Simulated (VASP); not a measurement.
# BN (P6_3mc) in VASP: notebook

The runs below take BN through single point, with revPBE, RPBE, revPBE+D4, PBE+D3(BJ).

Everything below comes from runs of VASP 6.6.1. Logs are shortened: lines on timing, memory, paths and dates and some standing lists are left out, and cuts for length are marked.

### Step 1. The cell of the first run

The structure is hexagonal, space group P6_3mc (No. 186). Conventional cell: a = 2.537 Å, b = 2.537 Å, c = 4.196 Å, α = 90.00°, β = 90.00°, γ = 120.00°. B (site symmetry 3m) has 4 N at 1.56 to 1.57 Å within 2.1 Å. Within 2.1 Å of N (site symmetry 3m) lie 4 B at 1.56 to 1.57 Å.

### Step 2. Single point, revPBE

INCAR reads:

```
  ALGO = Normal
  EDIFF = 1E-6
  ENCUT = 600
  GGA = RE
  GGA_COMPAT = False
  ISIF = 2
  ISMEAR = 0
  LASPH = True
  LCHARG = False
  LREAL = False
  LWAVE = False
  NBANDS = 16
  NELM = 120
  PREC = Accurate
  SIGMA = 0.05
```

KPOINTS reads:

```
k-points
0
Gamma
  10 10 6
```

POSCAR reads:

```
BN
1.0
    2.5369300313      0.0000000000      0.0000000000
   -1.2684650156      2.1970458547      0.0000000000
    0.0000000000      0.0000000000      4.1959171560
B N
2 2
Direct
    0.6666666667      0.3333333333      0.0002721809
    0.3333333333      0.6666666667      0.5002721809
    0.6666666667      0.3333333333      0.3747278191
    0.3333333333      0.6666666667      0.8747278191
```

Potentials or basis: VASP PAW PBE potentials, release 64 (B, N).

Run with:

```bash
cat potpaw_PBE.64/B/POTCAR potpaw_PBE.64/N/POTCAR > POTCAR
mpirun -np 1 vasp_std > vasp.out
```

OUTCAR:

```text
EDIFF = 1E-6
   ENCUT = 600
   GGA = RE
   ISIF = 2
   ISMEAR = 0
   LASPH = True
   LREAL = False
   NELM = 120
   PREC = Accurate

 ion  position               nearest neighbor table
   1  0.667  0.333  0.000-   4 1.56   4 1.56   4 1.56   3 1.57
   2  0.333  0.667  0.500-   3 1.56   3 1.56   3 1.56   4 1.57
   3  0.667  0.333  0.375-   2 1.56   2 1.56   2 1.56   1 1.57
   4  0.333  0.667  0.875-   1 1.56   1 1.56   1 1.56   2 1.57

  LATTYP: Found a hexagonal cell.
 ALAT       =     2.5369300313
 C/A-ratio  =     1.6539349151

  Lattice vectors:

 A1 = (   2.5369300313,   0.0000000000,   0.0000000000)
 A2 = (  -1.2684650156,   2.1970458547,   0.0000000000)
 A3 = (   0.0000000000,   0.0000000000,   4.1959171560)

Analysis of symmetry for initial positions (statically):
=====================================================================
 Subroutine PRICEL returns:
 Original cell was already a primitive cell.

 Routine SETGRP: Setting up the symmetry group for a
 hexagonal supercell.

 Subroutine GETGRP returns: Found 12 space group operations
 (whereof  6 operations were pure point group operations)
 out of a pool of 24 trial point group operations.

The static configuration has the point symmetry C_3v.
 The point group associated with its full space group is C_6v.

Analysis of symmetry for dynamics (positions and initial velocities):
=====================================================================
 Subroutine PRICEL returns:
 Original cell was already a primitive cell.

 Routine SETGRP: Setting up the symmetry group for a
 hexagonal supercell.

 Subroutine GETGRP returns: Found 12 space group operations
 (whereof  6 operations were pure point group operations)
 out of a pool of 24 trial point group operations.

The dynamic configuration has the point symmetry C_3v.
 The point group associated with its full space group is C_6v.

 Subroutine INISYM returns: Found 12 space group operations
 (whereof  6 operations are pure point group operations),
 and found     1 'primitive' translations

----------------------------------------------------------------------------------------

                                     Primitive cell

  volume of cell :      23.3870

  direct lattice vectors                    reciprocal lattice vectors
     2.536930031  0.000000000  0.000000000     0.394177209  0.227578318  0.000000000
    -1.268465016  2.197045855  0.000000000     0.000000000  0.455156636  0.000000000
     0.000000000  0.000000000  4.195917156     0.000000000  0.000000000  0.238326917

  length of vectors
     2.536930031  2.536930031  4.195917156     0.455156636  0.455156636  0.238326917

  position of ions in fractional coordinates (direct lattice)
     0.666666667  0.333333333  0.000272181
     0.333333333  0.666666667  0.500272181
     0.666666667  0.333333333  0.374727819
     0.333333333  0.666666667  0.874727819

  ion indices of the primitive-cell ions
   primitive index   ion index
                 1           1
                 2           2
                 3           3
                 4           4

----------------------------------------------------------------------------------------

 KPOINTS: k-points

Automatic generation of k-mesh.
 Grid dimensions read from file:
 generate k-points for:   10   10    6

 Generating k-lattice:

  Cartesian coordinates                     Fractional coordinates (reciprocal lattice)
     0.039417721  0.022757832  0.000000000     0.100000000  0.000000000  0.000000000
     0.000000000  0.045515664  0.000000000     0.000000000  0.100000000  0.000000000
     0.000000000  0.000000000  0.039721153     0.000000000  0.000000000  0.166666667

  Length of vectors
     0.045515664  0.045515664  0.039721153

  Shift w.r.t. Gamma in fractional coordinates (k-lattice)
     0.000000000  0.000000000  0.000000000

 Subroutine IBZKPT returns following result:
 ===========================================

 Found     56 irreducible k-points:

 Following reciprocal coordinates:
            Coordinates               Weight
  0.000000  0.000000  0.000000      1.000000
  0.100000  0.000000  0.000000      6.000000
  0.200000  0.000000  0.000000      6.000000
  0.300000  0.000000  0.000000      6.000000
  0.400000  0.000000  0.000000      6.000000
  0.500000  0.000000  0.000000      3.000000
[... 16 lines left out ...]
  0.300000  0.100000  0.166667     24.000000
  0.400000  0.100000  0.166667     24.000000
 [... further k-points ...]
   k-points           NKPTS =     56   k-points in BZ     NKDIM =     56   number of bands    NBANDS=     16
   number of dos      NEDOS =    301   number of ions     NIONS =      4
   total plane-waves  NPLWV =  14400
   dimension x,y,z NGX =    20 NGY =   20 NGZ =   36
   dimension x,y,z NGXF=    40 NGYF=   40 NGZF=   72
   ions per type =               2   2
   NGX,Y,Z   is equivalent  to a cutoff of  13.11, 13.11, 14.26 a.u.
   NGXF,Y,Z  is equivalent  to a cutoff of  26.21, 26.21, 28.53 a.u.
 SYSTEM =  unknown system
   PREC   = accura    normal or accurate (medium, high low for compatibility)
   ISTART =      0    job   : 0-new  1-cont  2-samecut
   ICHARG =      2    charge: 1-file 2-atom 10-const
   ISPIN  =      1    spin polarized calculation?
   LNONCOLLINEAR =      F non collinear calculations
   LSORBIT =      F    spin-orbit coupling
   LASPH  =      T    aspherical Exc in radial PAW
   ENCUT  =  600.0 eV  44.10 Ry    6.64 a.u.   5.07  5.07  8.38*2*pi/ulx,y,z
   NELM   =    120;   NELMIN=  2; NELMDL= -5     # of ELM steps
   EDIFF  = 0.1E-05   stopping-criterion for ELM
   LREAL  =      F    real-space projection
   EDIFFG = 0.1E-04   stopping-criterion for IOM
   NSW    =      0    number of steps for IOM
   IBRION =     -1    ionic relax: 0-MD 1-quasi-New 2-CG
   NFREE  =      0    steps in history (QN), initial steepest desc. (CG)
   ISIF   =      2    stress and relaxation
   ISYM   =      2    0-nonsym 1-usesym 2-fastsym
   POTIM  = 0.5000    time-step for ionic-motion
   TEBEG  =    0.0;   TEEND  =   0.0 temperature during run
   PSTRESS=    0.0 pullay stress
   NELECT =      16.0000    total number of electrons
   NUPDOWN=      -1.0000    fix difference up-down
   EMIN   =  10.00;   EMAX   =-10.00  energy-range for DOS
   EFERMI =   0.00;   METHOD = LEGACY
   ISMEAR =     0;   SIGMA  =   0.05  broadening in eV -4-tet -1-fermi 0-gaus
   EFERMI_NEDOS =   21; number of points for ismear=-14 and -15
   IALGO  =     38    algorithm
   IMIX   =      4    mixing-type and parameters
     AMIX     =   0.40;   BMIX     =  1.00
     AMIX_MAG =   1.60;   BMIX_MAG =  1.00
  volume/ion in A,a.u.               =       5.85        39.46
  Fermi-wavevector in a.u.,A,eV,Ry     =   1.442525  2.725977 28.312065  2.080878
  Thomas-Fermi vector in A             =   2.561035
   LORBIT       =      0    0 simple, 1 ext, 2 COOP (PROOUT), +10 PAW based schemes
   GGA     = RE    functional components
   LHFCALC =     F    Hartree Fock is set to
   AEXX    =    0.0000 exact exchange contribution
   IVDW    =     0    specifies the selected vdW correction
   LEPSILON=     F    determine dielectric tensor
   LRPA    =     F    only Hartree local field effects (RPA)
 non-spin polarized calculation
 Gauss-broadening in eV      SIGMA  =   0.05
  energy-cutoff  :      600.00
  volume of cell :       23.39
 maximum number of plane-waves:       794
   NGX = 11   NGY = 11   NGZ = 17

 number of electron      16.0000003 magnetization

 Free energy of the ion-electron system (eV)
  ---------------------------------------------------
  ext. energy  EPLUGINS =         0.00000000
  ---------------------------------------------------
  free energy    TOTEN  =       -33.45388237 eV

  energy without entropy =      -33.45388237  energy(sigma->0) =      -33.45388237

 E-fermi :   8.0813     XC(G=0): -12.7968

 val. band max:        7.7797727227   @ k =   0.0000   0.0000   0.0000
 cond. band min:      13.1916212734   @ k =   0.3000   0.3000   0.0000
 fundamental gap:      5.4118485506
 Fermi energy:         8.0813336465

 k-point     1 :       0.0000    0.0000    0.0000
  band No.  band energies     occupation
      1     -12.8035      2.00000
      2      -8.6110      2.00000
      3      -3.2515      2.00000
      4       5.6318      2.00000
      5       5.6318      2.00000
      6       7.5009      2.00000
[... 8 lines left out ...]
     15      19.8055      0.00000
     16      24.2147      0.00000

 k-point     2 :       0.1000    0.0000    0.0000
  band No.  band energies     occupation
      1     -12.5843      2.00000
      2      -8.4431      2.00000
      3      -3.0343      2.00000
      4       4.6505      2.00000
      5       5.2314      2.00000
      6       6.9652      2.00000
[... 8 lines left out ...]
     15      20.4413      0.00000
     16      23.8694      0.00000

 k-point     3 :       0.2000    0.0000    0.0000
  band No.  band energies     occupation
      1     -11.9371      2.00000
      2      -7.9755      2.00000
      3      -2.3952      2.00000
      4       2.4587      2.00000
      5       4.3693      2.00000
      6       5.0766      2.00000
[... 8 lines left out ...]
     15      22.0086      0.00000
     16      23.0860      0.00000

 k-point     4 :       0.3000    0.0000    0.0000
  band No.  band energies     occupation
      1     -10.9024      2.00000
      2      -7.3634      2.00000
      3      -1.3859      2.00000
      4       0.1357      2.00000
      5       2.8955      2.00000
      6       3.5215      2.00000
[... 8 lines left out ...]
     15      23.8445      0.00000
     16      23.8537      0.00000
[... 324 lines left out ...]
 k-point    22 :       0.2000    0.1000    0.1667
  band No.  band energies     occupation
      1     -11.1496      2.00000
      2      -8.0325      2.00000
      3      -1.1561      2.00000
      4       1.5047      2.00000
      5       2.8669      2.00000
      6       3.9777      2.00000
[... 8 lines left out ...]
     15      22.8534      0.00000
     16      23.5603      0.00000

 k-point    23 :       0.3000    0.1000    0.1667
  band No.  band energies     occupation
      1      -9.9813      2.00000
      2      -7.3721      2.00000
      3      -1.1635      2.00000
      4       0.4425      2.00000
      5       1.3286      2.00000
      6       2.7787      2.00000
[... 8 lines left out ...]
     15      23.8325      0.00000
     16      24.3652      0.00000

 k-point    24 :       0.4000    0.1000    0.1667
  band No.  band energies     occupation
      1      -8.7426      2.00000
      2      -7.2461      2.00000
      3      -1.9772      2.00000
      4      -0.2947      2.00000
      5       1.3547      2.00000
      6       2.3564      2.00000
[... 8 lines left out ...]
     15      24.7454      0.00000
     16      25.1230      0.00000

 [... further k-points ...]

------------------------ aborting loop because EDIFF is reached ----------------------------------------

  FORCE on cell =-STRESS in cart. coord.  units (eV):
  Direction    XX          YY          ZZ          XY          YZ          ZX
  --------------------------------------------------------------------------------------
  -------------------------------------------------------------------------------------
  Total        1.8424959      1.8424959      1.8170540      0.0000000      0.0000000      0.0000000
  in kB      126.2241914    126.2241914    124.4812355      0.0000000      0.0000000      0.0000000
  external PRESSURE =     125.6432061 kB  Pullay stress =       0.0000000 kB

 VOLUME and BASIS-vectors are now :
 -----------------------------------------------------------------------------
  energy-cutoff  :      600.00
  volume of cell :       23.39
      direct lattice vectors                 reciprocal lattice vectors
     2.536930031  0.000000000  0.000000000     0.394177209  0.227578318  0.000000000
    -1.268465016  2.197045855  0.000000000     0.000000000  0.455156636  0.000000000
     0.000000000  0.000000000  4.195917156     0.000000000  0.000000000  0.238326917

 POSITION                                       TOTAL-FORCE (eV/Angst)
 -----------------------------------------------------------------------------------
      1.26847      0.73235      0.00114        -0.000000     -0.000000      0.004176
     -0.00000      1.46470      2.09910        -0.000000      0.000000      0.004176
      1.26847      0.73235      1.57233        -0.000000      0.000000     -0.004176
     -0.00000      1.46470      3.67029         0.000000     -0.000000     -0.004176
 -----------------------------------------------------------------------------------
    total drift:                               -0.000000     -0.000000     -0.000210

  FREE ENERGIE OF THE ION-ELECTRON SYSTEM (eV)
  ---------------------------------------------------
  free  energy   TOTEN  =       -33.4538823722 eV

  energy  without entropy=      -33.4538823722  energy(sigma->0) =      -33.45388237
```

Wall time 29 s (1 thread of Intel Xeon 8259CL, shared host); peak memory 0.14 GiB.

What came out:

| Quantity | Value |
| --- | --- |
| Free energy | -33.4539 eV |
| Pressure | 12.6 GPa |
| Largest force | 0.004 eV/Å |
| Band gap on the k mesh | 5.41 eV, indirect (least direct gap 8.37 eV) |

Forces on the atoms (eV/Å):
```
B    0.000  0.000  0.004
B    0.000  0.000  0.004
N    0.000  0.000 -0.004
N    0.000  0.000 -0.004
```

Stress tensor (GPa, compression positive):
```
12.62  0.00  0.00
 0.00 12.62  0.00
 0.00  0.00 12.45
```

Caveat: the PAW data sets were made with another functional, which shifts forces and pressure a little.

(Continued in part 2 of 2.)
